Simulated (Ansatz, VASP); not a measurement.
## Two plane-wave programs on KBr

```
CELL_PARAMETERS angstrom
0.00000 3.21019 3.21019
3.29250 -0.08231 3.29250
3.29250 3.29250 -0.08231
ATOMIC_POSITIONS crystal
K 0.00000 0.00000 0.00000
Br 0.50000 0.50000 0.50000
```

Change from the starting cell: strain -0.0500 x Voigt [0, 0, 0, 1, 0, 0], atoms carried along.

Alike in both runs: task single point; functional PBE; k mesh 6 × 6 × 6; occupations gaussian, width 0.05 eV; no spin polarisation.

|  | VASP | Ansatz |
| --- | --- | --- |
| version | VASP 6.6.1 | Ansatz 0.2.0 |
| potentials or method | VASP PAW PBE potentials, release 64 (K_sv, Br), cutoff 520 eV | scalar-relativistic, plane waves, PAW |
| valence electrons in the cell | 16 | 16 |

Ansatz gave:

```
gap on the k mesh at the Fermi level (eV)                     : 4.39
least direct gap on the mesh (eV)                             : 4.39
pressure (GPa)                                                : 0.8
traceless stress, the component that is largest in VASP (GPa) : 0.25
```

Task: Which values does VASP return?

Result: gap on the k mesh at the Fermi level (eV): 4.39; least direct gap on the mesh (eV): 4.39; pressure (GPa): 0.9; traceless stress, the component that is largest in VASP (GPa): 0.25.
